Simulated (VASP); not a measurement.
# Li2RuRhC6N6 (Fm-3m) in VASP: notebook, part 2 of 2

VASP 6.6.1.

### 3 Single point, PBE, collinear spin, ferromagnetic start

This run uses another cell than the first one, of 18.29 Å³/atom, 1.120 times its volume.

File INCAR:

```
ALGO     = Normal         # electronic algorithm
EDIFF    = 1E-6           # SCF threshold, eV
ENCUT    = 520            # plane-wave cutoff, eV
GGA      = PE             # functional
ISIF     = 2              # what is computed and relaxed
ISMEAR   = 0              # smearing method
ISPIN    = 2              # spin polarisation
LASPH    = T              # aspherical terms in the spheres
LCHARG   = F              # write CHGCAR
LMAXMIX  = 4              # l up to which the mixer works
LORBIT   = 11             # projections on sites
LREAL    = Auto         
LWAVE    = F              # write WAVECAR
MAGMOM   = 0 0 1 1 0 0 0 0 0 0 0 0 0 0 0 0 # initial moments
NBANDS   = 62             # bands
NELM     = 150            # most SCF steps
PREC     = Accurate       # precision mode
SIGMA    = 0.1            # smearing width, eV
```

File KPOINTS:

```
k-points
0
Gamma
  4 4 4
```

File POSCAR:

```
Li2RuRhC6N6
1.0
    0.0000000000      5.2690428267      5.2690428267
    5.2690428267      0.0000000000      5.2690428267
    5.2690428267      5.2690428267      0.0000000000
Li Ru Rh C N
2 1 1 6 6
Direct
    0.2500000000      0.2500000000      0.2500000000
    0.7500000000      0.7500000000      0.7500000000
    0.0000000000      0.0000000000      0.0000000000
    0.5000000000      0.5000000000      0.5000000000
    0.8089934508      0.1910065492      0.1910065492
    0.1910065492      0.8089934508      0.1910065492
    0.1910065492      0.1910065492      0.8089934508
    0.1910065492      0.8089934508      0.8089934508
    0.8089934508      0.1910065492      0.8089934508
    0.8089934508      0.8089934508      0.1910065492
    0.6973630339      0.3026369661      0.3026369661
    0.3026369661      0.6973630339      0.3026369661
    0.3026369661      0.3026369661      0.6973630339
    0.3026369661      0.6973630339      0.6973630339
    0.6973630339      0.3026369661      0.6973630339
    0.6973630339      0.6973630339      0.3026369661
```

Potentials or basis: VASP PAW PBE potentials, release 64 (Li_sv, Ru_pv, Rh_pv, C, N).

On the command line:

```sh
$ cat potpaw_PBE.64/Li_sv/POTCAR potpaw_PBE.64/Ru_pv/POTCAR potpaw_PBE.64/Rh_pv/POTCAR potpaw_PBE.64/C/POTCAR potpaw_PBE.64/N/POTCAR > POTCAR
$ mpirun -np 1 vasp_std > vasp.out
```

OUTCAR:

```text
EDIFF = 1E-6
   ENCUT = 520
   GGA = PE
   ISIF = 2
   ISMEAR = 0
   ISPIN = 2
   LASPH = T
   LORBIT = 11
   LREAL = Auto
   NELM = 150
   PREC = Accurate

 ion  position               nearest neighbor table
   1  0.250  0.250  0.250-
   2  0.750  0.750  0.750-
   3  0.000  0.000  0.000-   5 2.01   6 2.01   7 2.01   8 2.01   9 2.01  10 2.01
   4  0.500  0.500  0.500-  11 2.08  12 2.08  13 2.08  14 2.08  15 2.08  16 2.08
   5  0.809  0.191  0.191-  11 1.18   3 2.01
   6  0.191  0.809  0.191-  12 1.18   3 2.01
   7  0.191  0.191  0.809-  13 1.18   3 2.01
   8  0.191  0.809  0.809-  14 1.18   3 2.01
   9  0.809  0.191  0.809-  15 1.18   3 2.01
  10  0.809  0.809  0.191-  16 1.18   3 2.01
  11  0.697  0.303  0.303-   5 1.18   4 2.08
  12  0.303  0.697  0.303-   6 1.18   4 2.08
  13  0.303  0.303  0.697-   7 1.18   4 2.08
  14  0.303  0.697  0.697-   8 1.18   4 2.08
  15  0.697  0.303  0.697-   9 1.18   4 2.08
  16  0.697  0.697  0.303-  10 1.18   4 2.08

  LATTYP: Found a face centered cubic cell.
 ALAT       =    10.5380856534

  Lattice vectors:

 A1 = (   0.0000000000,   5.2690428267,   5.2690428267)
 A2 = (   5.2690428267,   0.0000000000,   5.2690428267)
 A3 = (   5.2690428267,   5.2690428267,   0.0000000000)

Analysis of symmetry for initial positions (statically):
=====================================================================
 Subroutine PRICEL returns:
 Original cell was already a primitive cell.

 Routine SETGRP: Setting up the symmetry group for a
 face centered cubic supercell.

 Subroutine GETGRP returns: Found 48 space group operations
 (whereof 48 operations were pure point group operations)
 out of a pool of 48 trial point group operations.

The static configuration has the point symmetry O_h .

Analysis of symmetry for dynamics (positions and initial velocities):
=====================================================================
 Subroutine PRICEL returns:
 Original cell was already a primitive cell.

 Routine SETGRP: Setting up the symmetry group for a
 face centered cubic supercell.

 Subroutine GETGRP returns: Found 48 space group operations
 (whereof 48 operations were pure point group operations)
 out of a pool of 48 trial point group operations.

The dynamic configuration has the point symmetry O_h .

Analysis of structural, dynamic, and magnetic symmetry:
=====================================================================
 Subroutine PRICEL returns:
 Original cell was already a primitive cell.

 Routine SETGRP: Setting up the symmetry group for a
 face centered cubic supercell.

 Subroutine GETGRP returns: Found 48 space group operations
 (whereof 48 operations were pure point group operations)
 out of a pool of 48 trial point group operations.

The overall configuration has the point symmetry O_h .

 Subroutine INISYM returns: Found 48 space group operations
 (whereof 48 operations are pure point group operations),
 and found     1 'primitive' translations

----------------------------------------------------------------------------------------

                                     Primitive cell

  volume of cell :     292.5669
[... 108 lines left out ...]
   POTIM  = 0.5000    time-step for ionic-motion
   TEBEG  =    0.0;   TEEND  =   0.0 temperature during run
   PSTRESS=    0.0 pullay stress
   NELECT =      89.0000    total number of electrons
   NUPDOWN=      -1.0000    fix difference up-down
   EMIN   =  10.00;   EMAX   =-10.00  energy-range for DOS
   EFERMI =   0.00;   METHOD = LEGACY
   ISMEAR =     0;   SIGMA  =   0.10  broadening in eV -4-tet -1-fermi 0-gaus
   EFERMI_NEDOS =   21; number of points for ismear=-14 and -15
   IALGO  =     38    algorithm
   IMIX   =      4    mixing-type and parameters
     AMIX     =   0.40;   BMIX     =  1.00
     AMIX_MAG =   1.60;   BMIX_MAG =  1.00
  volume/ion in A,a.u.               =      18.29       123.40
  Fermi-wavevector in a.u.,A,eV,Ry     =   1.101023  2.080632 16.493689  1.212252
  Thomas-Fermi vector in A             =   2.237444
   LORBIT       =     11    0 simple, 1 ext, 2 COOP (PROOUT), +10 PAW based schemes
   GGA     = PE    functional components
   LHFCALC =     F    Hartree Fock is set to
   AEXX    =    0.0000 exact exchange contribution
   IVDW    =     0    specifies the selected vdW correction
   LEPSILON=     F    determine dielectric tensor
   LRPA    =     F    only Hartree local field effects (RPA)
 spin polarized calculation
 Gauss-broadening in eV      SIGMA  =   0.10
  energy-cutoff  :      520.00
  volume of cell :      292.57
 maximum number of plane-waves:      7896
   NGX = 27   NGY = 27   NGZ = 27

 number of electron      89.0000026 magnetization       0.9306882

 Free energy of the ion-electron system (eV)
  ---------------------------------------------------
  ext. energy  EPLUGINS =         0.00000000
  ---------------------------------------------------
  free energy    TOTEN  =      -121.86696221 eV

  energy without entropy =     -121.82241545  energy(sigma->0) =     -121.84468883

 E-fermi :   2.9388     XC(G=0):  -7.4213

 val. band max:        2.9146307608   @ k =   0.5000   0.2500   0.0000
 cond. band min:       2.9458914243   @ k =  -0.2500   0.5000   0.2500
 fundamental gap:      0.0312606635
 Fermi energy:         2.9387950458

 spin component 1

 k-point     1 :       0.0000    0.0000    0.0000
  band No.  band energies     occupation
      1     -48.5503      1.00000
      2     -48.5503      1.00000
      3     -45.5291      1.00000
      4     -45.5291      1.00000
      5     -45.5291      1.00000
      6     -41.3633      1.00000
[... 461 lines left out ...]
     55       5.4355      0.00000
     56       5.4355      0.00000
 Fermi energy:         2.9387950458

 spin component 2

 k-point     1 :       0.0000    0.0000    0.0000
  band No.  band energies     occupation
      1     -48.5497      1.00000
      2     -48.5497      1.00000
      3     -44.9029      1.00000
      4     -44.9029      1.00000
      5     -44.9029      1.00000
      6     -41.3414      1.00000
[... 461 lines left out ...]
     55       5.4492      0.00000
     56       5.4492      0.00000
 [bands above 56 left out]

------------------------ aborting loop because EDIFF is reached ----------------------------------------

  FORCE on cell =-STRESS in cart. coord.  units (eV):
  Direction    XX          YY          ZZ          XY          YZ          ZX
  --------------------------------------------------------------------------------------
  -------------------------------------------------------------------------------------
  Total        0.4802623      0.4802623      0.4802623     -0.0000000      0.0000000      0.0000000
  in kB        2.6300491      2.6300491      2.6300491     -0.0000000      0.0000000      0.0000000
  external PRESSURE =       2.6300491 kB  Pullay stress =       0.0000000 kB

 VOLUME and BASIS-vectors are now :
 -----------------------------------------------------------------------------
  energy-cutoff  :      520.00
  volume of cell :      292.57
      direct lattice vectors                 reciprocal lattice vectors
     0.000000000  5.269042827  5.269042827    -0.094893896  0.094893896  0.094893896
     5.269042827  0.000000000  5.269042827     0.094893896 -0.094893896  0.094893896
     5.269042827  5.269042827  0.000000000     0.094893896  0.094893896 -0.094893896

 POSITION                                       TOTAL-FORCE (eV/Angst)
 -----------------------------------------------------------------------------------
      2.63452      2.63452      2.63452        -0.000000      0.000000     -0.000000
      7.90356      7.90356      7.90356         0.000000      0.000000     -0.000000
      0.00000      0.00000      0.00000         0.000000      0.000000     -0.000000
      5.26904      5.26904      5.26904        -0.000000      0.000000     -0.000000
      2.01284      5.26904      5.26904        -0.367470      0.000000     -0.000000
      5.26904      2.01284      5.26904         0.000000     -0.367470     -0.000000
[... 8 lines left out ...]
      5.26904      7.34887      5.26904         0.000000     -0.372176     -0.000000
      5.26904      5.26904      7.34887         0.000000      0.000000     -0.372176
 -----------------------------------------------------------------------------------
    total drift:                               -0.000000      0.000000      0.000000

  FREE ENERGIE OF THE ION-ELECTRON SYSTEM (eV)
  ---------------------------------------------------
  free  energy   TOTEN  =      -121.8669622090 eV

  energy  without entropy=     -121.8224154522  energy(sigma->0) =     -121.84468883

 total charge

# of ion       s       p       d       tot
------------------------------------------
    1        1.985   0.002   0.000   1.987
    2        1.985   0.002   0.000   1.987
    3        0.394   6.491   6.081  12.966
    4        0.308   6.320   7.004  13.632
    5        0.952   1.630   0.000   2.583
    6        0.952   1.630   0.000   2.583
[... 8 lines left out ...]
   15        1.296   2.587   0.000   3.883
   16        1.296   2.587   0.000   3.883
--------------------------------------------------
tot         18.161  38.118  13.085  69.364

 magnetization (x)

# of ion       s       p       d       tot
------------------------------------------
    1        0.000   0.000   0.000   0.000
    2        0.000   0.000   0.000   0.000
    3        0.001   0.001   0.024   0.026
    4        0.001   0.003   0.677   0.681
    5        0.004  -0.002   0.000   0.002
    6        0.004  -0.002   0.000   0.002
[... 8 lines left out ...]
   15        0.013   0.020   0.000   0.032
   16        0.013   0.020   0.000   0.032
--------------------------------------------------
tot          0.105   0.108   0.701   0.914
```

Wall time 11 min (1 thread of Oxide Virtual Turin-like, shared host); peak memory 0.63 GiB.

What came out:

| Item | Value |
| --- | --- |
| Free energy | -121.8670 eV |
| Largest force | 0.372 eV/Å |
| Net moment | 0.93 μB per cell |
| Site moments | Li +0.00; Ru +0.03; Rh +0.68; C +0.00; N +0.03 μB |
| Valence electrons inside the program's atomic spheres | Li 1.99; Ru 12.97; Rh 13.63; C 2.58; N 3.88 |

Forces on the atoms (eV/Å):
```
Li   0.000  0.000  0.000
Li   0.000  0.000  0.000
Ru   0.000  0.000  0.000
Rh   0.000  0.000  0.000
C   -0.367  0.000  0.000
C    0.000 -0.367  0.000
C    0.000  0.000 -0.367
C    0.367  0.000  0.000
C    0.000  0.367  0.000
C    0.000  0.000  0.367
N    0.372  0.000  0.000
N    0.000  0.372  0.000
N    0.000  0.000  0.372
N   -0.372  0.000  0.000
N    0.000 -0.372  0.000
N    0.000  0.000 -0.372
```

Levels at points of the mesh, in eV from the Fermi level:
Spin up:
| k point | band 42 | band 43 | band 44 | band 45 | band 46 | band 47 | band 48 | band 49 |
| --- | --- | --- | --- | --- | --- | --- | --- | --- |
| (0.00, 0.00, 0.00) | -2.27 | -2.27 | -2.27 | -0.20 | -0.15 | -0.15 | 0.87 | 1.81 |
| (0.50, 0.00, 0.00) | -3.12 | -3.09 | -3.09 | 0.12 | 0.12 | 0.67 | 0.69 | 2.19 |
| (0.50, 0.50, 0.00) | -2.87 | -2.87 | -2.28 | -0.15 | 0.01 | 0.74 | 1.12 | 1.56 |
Spin down:
```csv
k point,band 40,band 41,band 42,band 43,band 44,band 45,band 46,band 47,band 48,band 49
"(0.00, 0.00, 0.00)",-4.22,-4.22,-2.12,-2.12,-2.12,-0.20,0.53,0.53,0.88,1.84
"(0.50, 0.00, 0.00)",-3.07,-3.07,-2.90,-2.90,-2.90,0.67,0.70,0.82,0.82,2.23
"(0.50, 0.50, 0.00)",-2.84,-2.84,-2.72,-2.72,-2.13,0.53,0.71,0.75,1.13,1.59
```

Caveat: the cutoff is under 1.25 times the usual one of these potentials, so pressure, stress and relaxed cells hold a basis-set (Pulay) error.
